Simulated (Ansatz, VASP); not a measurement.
C: VASP beside Ansatz

The input INCAR:

```
SYSTEM = C
  PREC = Accurate
  ENCUT = 600
  EDIFF = 1E-7
  ISMEAR = 0
  SIGMA = 0.02
  LREAL = .FALSE.
  LASPH = .TRUE.
  NELM = 100
  ALGO = Normal
  ISIF = 3
  LWAVE = .FALSE.
  LCHARG = .FALSE.
  GGA = PE
  IBRION = 2
  NSW = 100
  EDIFFG = -0.01
```

KPOINTS

```
regular mesh
0
G
  22 14 8
  0 0 0
```

The input POSCAR:

```
C
1.0
    1.6502363283      0.0000000000     -0.0005241670
    0.0000000000      2.4644321797      0.0000000000
   -0.3918376049      0.0000000000      5.4320602257
C
2
Direct
    0.5191721381      0.2500000000      0.0803912725
    0.4808278619      0.7500000000      0.9196087275
```

Input for Ansatz:

```yaml
crystal:
  lattice:
    - [1.6502363283, 0.0, -0.000524167]
    - [0.0, 2.4644321797, 0.0]
    - [-0.3918376049, 0.0, 5.4320602257]
  atoms:
    - { symbol: C, position: [0.5191721381, 0.25, 0.0803912725] }
    - { symbol: C, position: [0.4808278619, 0.75, 0.9196087275] }
basis:
  ecutwfc: 420
kpoints:
  mp_grid: { grid: [22, 14, 8] }
hamiltonian:
  xc: pbe
scf:
  occupations: { method: gaussian, width: 0.02 }
output:
  forces: true
  stress: true
  eigenvalues: true
  write_density: true
  write_potential: true
  elf: true
  volumetric_format: npy
relax:
  adjacent_minimum: "off"
  f_tol: 0.01
  max_steps: 80
  cell: { stress_tol: 0.05 }
```

Alike in both runs: task relaxation of cell and atoms; functional PBE; k mesh 22 × 14 × 8; occupations gaussian, width 0.02 eV; no spin polarisation.

|  | VASP | Ansatz |
| --- | --- | --- |
| version | VASP 6.6.1 | Ansatz 0.2.0 |
| potentials or method | VASP PAW PBE potentials, release 64 (C), cutoff 600 eV | scalar-relativistic, plane waves, PAW |
| valence electrons in the cell | 8 | 8 |

Ansatz gave:

```
gap on the k mesh at the Fermi level, each at its own relaxed structure (eV) : 0.32
relaxed volume (Å³/atom)                                                     : 11.05
relaxed cell length with the largest relative difference (Å)                 : 5.446
```

What did VASP give for the same quantities?

gap on the k mesh at the Fermi level, each at its own relaxed structure (eV): 0.28; relaxed volume (Å³/atom): 10.13; relaxed cell length with the largest relative difference (Å): 4.998.

One of these differences is far larger than is usual between the two programs; its cause wasn't traced.
